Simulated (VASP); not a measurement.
# MgO in VASP: settings compared

Aim: see how the results for MgO move with the level of theory and the settings. Levels: PBE, r2SCAN. Tasks: single point.

All numbers are computed with VASP 6.6.1; they aren't measurements. Logs are shortened: lines on timing, memory, paths and dates and some standing lists are left out, and cuts for length are marked.

**1. The cell of the first run**

The structure is cubic, space group Fm-3m (No. 225). Conventional cell: a = 4.062 Å, b = 4.062 Å, c = 4.062 Å, α = 90.00°, β = 90.00°, γ = 90.00°. Within 2.7 Å of Mg (site symmetry m-3m) lie 6 O at 2.03 Å. O (site symmetry m-3m) has 6 Mg at 2.03 Å within 2.7 Å.

**2. Single point, PBE (strain -3.4%)**

The input, INCAR:

```
ALGO = Normal
EDIFF = 1E-7
ENCUT = 520
GGA = PE
ISIF = 2
ISMEAR = -1
LASPH = T
LCHARG = T
LELF = T
LREAL = F
LVHAR = T
LWAVE = F
NBANDS = 11
NELM = 100
PREC = Accurate
SIGMA = 0.02
```

The input, KPOINTS:

```
k-points
0
Gamma
  10 10 10
```

The input, POSCAR:

```
MgO
1.0
    0.0000000000      2.0309039414      2.0309039414
    2.0309039414      0.0000000000      2.0309039414
    2.0309039414      2.0309039414      0.0000000000
Mg O
1 1
Direct
    0.0000000000      0.0000000000      0.0000000000
    0.5000000000      0.5000000000      0.5000000000
```

Potentials or basis: VASP PAW PBE potentials, release 64 (Mg, O).

Launch:

```
$ cat potpaw_PBE.64/Mg/POTCAR potpaw_PBE.64/O/POTCAR > POTCAR
$ mpirun -np 1 vasp_std > vasp.out
```

OUTCAR:

```text
EDIFF = 1E-7
   ENCUT = 520
   GGA = PE
   ISIF = 2
   ISMEAR = -1
   LASPH = T
   LREAL = F
   NELM = 100
   PREC = Accurate

 ion  position               nearest neighbor table
   1  0.000  0.000  0.000-   2 2.03   2 2.03   2 2.03   2 2.03   2 2.03   2 2.03
   2  0.500  0.500  0.500-   1 2.03   1 2.03   1 2.03   1 2.03   1 2.03   1 2.03

  LATTYP: Found a face centered cubic cell.
 ALAT       =     4.0618078828

  Lattice vectors:

 A1 = (   0.0000000000,   2.0309039414,   2.0309039414)
 A2 = (   2.0309039414,   0.0000000000,   2.0309039414)
 A3 = (   2.0309039414,   2.0309039414,   0.0000000000)

Analysis of symmetry for initial positions (statically):
=====================================================================
 Subroutine PRICEL returns:
 Original cell was already a primitive cell.

 Routine SETGRP: Setting up the symmetry group for a
 face centered cubic supercell.

 Subroutine GETGRP returns: Found 48 space group operations
 (whereof 48 operations were pure point group operations)
 out of a pool of 48 trial point group operations.

The static configuration has the point symmetry O_h .

Analysis of symmetry for dynamics (positions and initial velocities):
=====================================================================
 Subroutine PRICEL returns:
 Original cell was already a primitive cell.

 Routine SETGRP: Setting up the symmetry group for a
 face centered cubic supercell.

 Subroutine GETGRP returns: Found 48 space group operations
 (whereof 48 operations were pure point group operations)
 out of a pool of 48 trial point group operations.

The dynamic configuration has the point symmetry O_h .

 Subroutine INISYM returns: Found 48 space group operations
 (whereof 48 operations are pure point group operations),
 and found     1 'primitive' translations

----------------------------------------------------------------------------------------

                                     Primitive cell

  volume of cell :      16.7532

  direct lattice vectors                    reciprocal lattice vectors
     0.000000000  2.030903941  2.030903941    -0.246195790  0.246195790  0.246195790
     2.030903941  0.000000000  2.030903941     0.246195790 -0.246195790  0.246195790
     2.030903941  2.030903941  0.000000000     0.246195790  0.246195790 -0.246195790

  length of vectors
     2.872131898  2.872131898  2.872131898     0.426423617  0.426423617  0.426423617

  position of ions in fractional coordinates (direct lattice)
     0.000000000  0.000000000  0.000000000
     0.500000000  0.500000000  0.500000000

  ion indices of the primitive-cell ions
   primitive index   ion index
                 1           1
                 2           2

----------------------------------------------------------------------------------------

 KPOINTS: k-points

Automatic generation of k-mesh.
 Grid dimensions read from file:
 generate k-points for:   10   10   10

 Generating k-lattice:

  Cartesian coordinates                     Fractional coordinates (reciprocal lattice)
    -0.024619579  0.024619579  0.024619579     0.100000000  0.000000000  0.000000000
     0.024619579 -0.024619579  0.024619579     0.000000000  0.100000000  0.000000000
     0.024619579  0.024619579 -0.024619579     0.000000000  0.000000000  0.100000000

  Length of vectors
     0.042642362  0.042642362  0.042642362

  Shift w.r.t. Gamma in fractional coordinates (k-lattice)
     0.000000000  0.000000000  0.000000000

 Subroutine IBZKPT returns following result:
 ===========================================

 Found     47 irreducible k-points:

 Following reciprocal coordinates:
            Coordinates               Weight
  0.000000  0.000000  0.000000      1.000000
  0.100000  0.000000  0.000000      8.000000
  0.200000  0.000000  0.000000      8.000000
  0.300000  0.000000  0.000000      8.000000
  0.400000  0.000000  0.000000      8.000000
  0.500000  0.000000  0.000000      4.000000
[... 16 lines left out ...]
  0.300000  0.300000  0.000000      6.000000
  0.400000  0.300000  0.000000     24.000000
 [... further k-points ...]
   k-points           NKPTS =     47   k-points in BZ     NKDIM =     47   number of bands    NBANDS=     11
   number of dos      NEDOS =    301   number of ions     NIONS =      2
   total plane-waves  NPLWV =  13824
   dimension x,y,z NGX =    24 NGY =   24 NGZ =   24
   dimension x,y,z NGXF=    48 NGYF=   48 NGZF=   48
   ions per type =               1   1
   NGX,Y,Z   is equivalent  to a cutoff of  13.89, 13.89, 13.89 a.u.
   NGXF,Y,Z  is equivalent  to a cutoff of  27.78, 27.78, 27.78 a.u.
 SYSTEM =  unknown system
   PREC   = accura    normal or accurate (medium, high low for compatibility)
   ISTART =      0    job   : 0-new  1-cont  2-samecut
   ICHARG =      2    charge: 1-file 2-atom 10-const
   ISPIN  =      1    spin polarized calculation?
   LNONCOLLINEAR =      F non collinear calculations
   LSORBIT =      F    spin-orbit coupling
   LASPH  =      T    aspherical Exc in radial PAW
   ENCUT  =  520.0 eV  38.22 Ry    6.18 a.u.   5.34  5.34  5.34*2*pi/ulx,y,z
   NELM   =    100;   NELMIN=  2; NELMDL= -5     # of ELM steps
   EDIFF  = 0.1E-06   stopping-criterion for ELM
   LREAL  =      F    real-space projection
   EDIFFG = 0.1E-05   stopping-criterion for IOM
   NSW    =      0    number of steps for IOM
   IBRION =     -1    ionic relax: 0-MD 1-quasi-New 2-CG
   NFREE  =      0    steps in history (QN), initial steepest desc. (CG)
   ISIF   =      2    stress and relaxation
   ISYM   =      2    0-nonsym 1-usesym 2-fastsym
   POTIM  = 0.5000    time-step for ionic-motion
   TEBEG  =    0.0;   TEEND  =   0.0 temperature during run
   PSTRESS=    0.0 pullay stress
   NELECT =       8.0000    total number of electrons
   NUPDOWN=      -1.0000    fix difference up-down
   EMIN   =  10.00;   EMAX   =-10.00  energy-range for DOS
   EFERMI =   0.00;   METHOD = LEGACY
   ISMEAR =    -1;   SIGMA  =   0.02  broadening in eV -4-tet -1-fermi 0-gaus
   EFERMI_NEDOS =   21; number of points for ismear=-14 and -15
   IALGO  =     38    algorithm
   IMIX   =      4    mixing-type and parameters
     AMIX     =   0.40;   BMIX     =  1.00
     AMIX_MAG =   1.60;   BMIX_MAG =  1.00
  volume/ion in A,a.u.               =       8.38        56.53
  Fermi-wavevector in a.u.,A,eV,Ry     =   1.279594  2.418082 22.277638  1.637360
  Thomas-Fermi vector in A             =   2.412070
   LORBIT       =      0    0 simple, 1 ext, 2 COOP (PROOUT), +10 PAW based schemes
   GGA     = PE    functional components
   LHFCALC =     F    Hartree Fock is set to
   AEXX    =    0.0000 exact exchange contribution
   IVDW    =     0    specifies the selected vdW correction
   LEPSILON=     F    determine dielectric tensor
   LRPA    =     F    only Hartree local field effects (RPA)
 non-spin polarized calculation
  energy-cutoff  :      520.00
  volume of cell :       16.75
 maximum number of plane-waves:       464
 NGX is ok and might be reduce to    24
   NGX = 11   NGY = 11   NGZ = 11

 number of electron       7.9999998 magnetization

 Free energy of the ion-electron system (eV)
  ---------------------------------------------------
  ext. energy  EPLUGINS =         0.00000000
  ---------------------------------------------------
  free energy    TOTEN  =       -11.72961021 eV

  energy without entropy =      -11.72961021  energy(sigma->0) =      -11.72961021

 E-fermi :   4.5814     XC(G=0): -11.6069

 val. band max:        4.0557863144   @ k =   0.0000   0.0000   0.0000
 cond. band min:       9.9185083326   @ k =   0.0000   0.0000   0.0000
 fundamental gap:      5.8627220182
 Fermi energy:         4.5813501217

 k-point     1 :       0.0000    0.0000    0.0000
  band No.  band energies     occupation
      1     -13.8047      2.00000
      2       4.0558      2.00000
      3       4.0558      2.00000
      4       4.0558      2.00000
      5       9.9185      0.00000
      6      20.4676      0.00000
      7      20.4676      0.00000
      8      20.4676      0.00000
      9      24.6828      0.00000
     10      26.5904      0.00000
     11      26.5904      0.00000

 k-point     2 :       0.1000    0.0000    0.0000
  band No.  band energies     occupation
      1     -13.6778      2.00000
      2       3.3807      2.00000
      3       3.9739      2.00000
      4       3.9739      2.00000
      5      10.5341      0.00000
      6      19.1862      0.00000
      7      20.7501      0.00000
      8      20.7501      0.00000
      9      26.0095      0.00000
     10      26.0095      0.00000
     11      26.5396      0.00000

 k-point     3 :       0.2000    0.0000    0.0000
  band No.  band energies     occupation
      1     -13.3267      2.00000
      2       1.9480      2.00000
      3       3.7672      2.00000
      4       3.7672      2.00000
      5      11.7066      0.00000
      6      17.7118      0.00000
      7      21.3746      0.00000
      8      21.3746      0.00000
      9      25.3748      0.00000
     10      25.3748      0.00000
     11      28.1124      0.00000

 k-point     4 :       0.3000    0.0000    0.0000
  band No.  band energies     occupation
      1     -12.8459      2.00000
      2       0.4637      2.00000
      3       3.5251      2.00000
      4       3.5251      2.00000
      5      12.5075      0.00000
      6      17.2597      0.00000
      7      21.7011      0.00000
      8      21.7011      0.00000
      9      25.8063      0.00000
     10      25.8063      0.00000
     11      27.5609      0.00000
[... 239 lines left out ...]
 k-point    22 :      -0.2000    0.2000    0.0000
  band No.  band energies     occupation
      1     -12.7050      2.00000
      2       0.6853      2.00000
      3       2.5367      2.00000
      4       3.5121      2.00000
      5      13.6156      0.00000
      6      16.5601      0.00000
      7      20.4385      0.00000
      8      23.2174      0.00000
      9      23.3514      0.00000
     10      26.7409      0.00000
     11      30.8964      0.00000

 k-point    23 :       0.3000    0.3000    0.0000
  band No.  band energies     occupation
      1     -12.6068      2.00000
      2       0.6039      2.00000
      3       3.0019      2.00000
      4       3.0019      2.00000
      5      14.1230      0.00000
      6      14.6950      0.00000
      7      19.7365      0.00000
      8      23.3527      0.00000
      9      23.3527      0.00000
     10      29.4488      0.00000
     11      33.7723      0.00000

 k-point    24 :       0.4000    0.3000    0.0000
  band No.  band energies     occupation
      1     -12.3024      2.00000
      2       0.1102      2.00000
      3       2.5876      2.00000
      4       2.8354      2.00000
      5      14.3058      0.00000
      6      15.0274      0.00000
      7      18.8675      0.00000
      8      23.7138      0.00000
      9      23.9435      0.00000
     10      30.3142      0.00000
     11      33.3169      0.00000

 [... further k-points ...]
[... 5 lines left out ...]
  --------------------------------------------------------------------------------------
  -------------------------------------------------------------------------------------
  Total        2.8082942      2.8082942      2.8082942     -0.0000000      0.0000000      0.0000000
  in kB      268.5684854    268.5684854    268.5684854     -0.0000000      0.0000000      0.0000000
  external PRESSURE =     268.5684854 kB  Pullay stress =       0.0000000 kB

 VOLUME and BASIS-vectors are now :
 -----------------------------------------------------------------------------
  energy-cutoff  :      520.00
  volume of cell :       16.75
      direct lattice vectors                 reciprocal lattice vectors
     0.000000000  2.030903941  2.030903941    -0.246195790  0.246195790  0.246195790
     2.030903941  0.000000000  2.030903941     0.246195790 -0.246195790  0.246195790
     2.030903941  2.030903941  0.000000000     0.246195790  0.246195790 -0.246195790

 POSITION                                       TOTAL-FORCE (eV/Angst)
 -----------------------------------------------------------------------------------
      0.00000      0.00000      0.00000         0.000000      0.000000      0.000000
      2.03090      2.03090      2.03090        -0.000000     -0.000000      0.000000
 -----------------------------------------------------------------------------------
    total drift:                               -0.000000     -0.000000      0.000000

  FREE ENERGIE OF THE ION-ELECTRON SYSTEM (eV)
  ---------------------------------------------------
  free  energy   TOTEN  =       -11.7296102120 eV

  energy  without entropy=      -11.7296102120  energy(sigma->0) =      -11.72961021
```

Wall time 6.6 s (1 thread of Intel Xeon Platinum 8488C (Sapphire Rapids), shared host); peak memory 0.14 GiB.

What came out:

```yaml
Free_energy: -11.7296 eV
Pressure: 26.9 GPa
Band_gap_on_the_k_mesh: 5.86 eV, direct
```

Caveat: the cell differs from its parent crystal (strain -3.4%).

**3. Single point, r2SCAN (strain -3.4%)**

POSCAR is that of step 2.

The input, INCAR.step1:

```
SYSTEM = MgO
  PREC = Accurate
  ENCUT = 520
  ISMEAR = 0
  SIGMA = 0.01
  LREAL = .False.
  LASPH = .True.
  NELM = 60
  NBANDS = 11
  GGA = PE
  ALGO = Normal
  EDIFF = 1E-4
  LWAVE = .True.
  LCHARG = .False.
```

The input, INCAR.step2:

```
SYSTEM = MgO
  PREC = Accurate
  ENCUT = 520
  EDIFF = 1E-6
  ISMEAR = 0
  SIGMA = 0.01
  LREAL = .False.
  LASPH = .True.
  NELM = 60
  ALGO = Normal
  ISIF = 2
  LWAVE = .False.
  LCHARG = .True.
  METAGGA = R2SCAN
  LMIXTAU = .True.
  LELF = .True.
  LVHAR = .True.
  NBANDS = 11
  ISTART = 1
```

The input, KPOINTS:

```
Automatic mesh
0
Gamma
  10 10 10
  0 0 0
```

Potentials or basis: VASP PAW PBE potentials, release 64 (Mg, O).

Launch:

```
$ cat potpaw_PBE.64/Mg/POTCAR potpaw_PBE.64/O/POTCAR > POTCAR
$ cp INCAR.step1 INCAR
$ mpirun -np 1 vasp_std > vasp.out
$ cp INCAR.step2 INCAR
$ mpirun -np 1 vasp_std > vasp.out
```

It took 24 s on 1 thread of Intel Xeon Platinum 8488C (Sapphire Rapids), shared host; peak memory 0.14 GiB.

It converged, with:

```yaml
Free_energy: -16.0600 eV
Pressure: 20.2 GPa
Band_gap_on_the_k_mesh: 6.78 eV, direct
```

Levels at points of the mesh, in eV from the valence-band top:
```tsv
k point	band 2	band 3	band 4	band 5	band 6	band 7
(0.00, 0.00, 0.00)	0.00	0.00	0.00	6.78	17.47	17.47
(0.50, 0.00, 0.00)	-5.12	-0.81	-0.81	9.55	15.14	18.60
(0.50, 0.50, 0.00)	-4.57	-1.53	-1.53	10.16	12.34	15.56
```

Caveat: the cell differs from its parent crystal (strain -3.4%); the PAW data sets were made with another functional, which shifts forces and pressure a little.

[end of part 1 of 2]
